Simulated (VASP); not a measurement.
**GaGe: single point with PBEsol**

Crystal: GaGe.

```
CELL_PARAMETERS angstrom
0.00000 2.79016 2.79016
2.79016 0.00000 2.79016
2.79016 2.79016 0.00000
ATOMIC_POSITIONS crystal
Ga 0.75000 0.75000 0.75000
Ge 0.00000 0.00000 0.00000
```

This cell differs from its parent crystal: strained.

- Program: VASP 6.6.1
- Task: single point
- Functional: PBEsol
- Potentials or basis: VASP PAW PBE potentials, release 64 (Ga_d, Ge_d)
- Cutoff: 520 eV
- k mesh: 12 × 12 × 12
- Occupations: gaussian, width 0.1 eV
- Spin: no spin polarisation
- Dipole correction: no
- Further INCAR settings: ALGO = Normal; EDIFF = 1e-07; NBANDS = 20

* Pressure: 4.2 GPa
* Band gap on the k mesh: zero (an odd number of electrons rules out a gap without spin polarisation)

Levels at points of the mesh, in eV from the Fermi level:
```tsv
k point	band 11	band 12	band 13	band 14	band 15	band 16	band 17	band 18
(0.00, 0.00, 0.00)	-11.18	1.97	1.97	1.97	3.22	4.64	4.64	4.64
(0.50, 0.00, 0.00)	-8.89	-5.75	0.48	0.48	2.63	5.62	5.62	8.36
(0.50, 0.50, 0.00)	-7.66	-6.08	-1.40	-1.40	2.33	2.51	12.17	12.17
```

It took 73 s on 1 thread of Intel Xeon 8259CL, with other jobs on the host, peak memory 0.21 GiB.

Caveat: the cell differs from its parent crystal (strained); the cell stands under pressure; the PAW data sets were made with another functional, which shifts forces and pressure a little.
